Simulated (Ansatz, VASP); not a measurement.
# Two plane-wave programs on Sb3As

```
Sb As
1.0
     3.87471    0.00000    0.00000
     0.00000    3.87471    0.00000
     0.00000    0.00000    7.48264
Sb As
3 1
Direct
  0.50000 0.50000 0.23654
  0.50000 0.50000 0.76346
  0.00000 0.00000 0.50000
  0.00000 0.00000 0.00000
```

Change from the starting cell: species swapped into the HgPb3 type (P4/mmm, No. 123).

Alike in both runs: task single point; functional PBE; k mesh 4 × 4 × 2; occupations gaussian, width 0.1 eV; no spin polarisation.

|  | VASP | Ansatz |
| --- | --- | --- |
| version | VASP 6.6.1 | Ansatz 0.2.0 |
| potentials or method | VASP PAW PBE potentials, release 64 (Sb, As), cutoff 520 eV | scalar-relativistic, plane waves, PAW |
| valence electrons in the cell | 20 | 60 |

Ansatz gave:

* gap on the k mesh at the Fermi level (eV): none
* pressure (GPa): -4.9
* traceless stress, the component that is largest in VASP (GPa): 1.12
* rms of the force components (eV/Å): 0.005

Estimate VASP's values.

gap on the k mesh at the Fermi level (eV): none; pressure (GPa): -5.0; traceless stress, the component that is largest in VASP (GPa): 1.12; rms of the force components (eV/Å): 0.004.

Atom by atom the forces differ by 0.001 eV/Å (rms over components). A gap of «none» marks a metal or a gap that the smearing closes. VASP's potentials hold 20 valence electrons a cell and Ansatz's 60, so a difference there can come from the potentials and not from the codes.

The k mesh is coarse, so the values compare programs but aren't converged. Neither program's run includes spin-orbit coupling.
